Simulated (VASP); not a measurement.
Input of a VASP 6.6.1 run:

INCAR

```
SYSTEM = Mg7O
PREC = Accurate
ENCUT = 520
EDIFF = 1E-6
ISMEAR = 0
SIGMA = 0.1
LREAL = .False.
LASPH = .True.
NELM = 150
ALGO = Normal
ISIF = 2
LWAVE = .False.
LCHARG = .False.
ISPIN = 2
MAGMOM = 0 0 0 0 0 0 0 1
LORBIT = 11
GGA = PE
NBANDS = 24
```

File KPOINTS:

```
regular mesh
0
Gamma
  4 4 4
  0 0 0
```

File POSCAR:

```
Mg7O
1.0
   -3.3624019200      3.3624019200      3.3624019200
    3.3624019200     -3.3624019200      3.3624019200
    3.3624019200      3.3624019200     -3.3624019200
Mg O
7 1
Direct
    0.0000000000      0.5000000000      0.5000000000
    0.5000000000      0.0000000000      0.5000000000
    0.5000000000      0.5000000000      0.0000000000
    0.4380295100      0.4380295100      0.4380295100
    0.0000000000      0.0000000000      0.5619704900
    0.0000000000      0.5619704900      0.0000000000
    0.5619704900      0.0000000000      0.0000000000
    0.0000000000      0.0000000000      0.0000000000
```

Potentials or basis: VASP PAW PBE potentials, release 64 (Mg, O).

Run with:

```console
$ cat potpaw_PBE.64/Mg/POTCAR potpaw_PBE.64/O/POTCAR > POTCAR
$ mpirun -np 1 vasp_std > vasp.out
```

(1) What does it give for the pressure?

(2) What does it give for the largest force?

## Answers

(1) 3.0 GPa.

(2) 0.645 eV/Å.
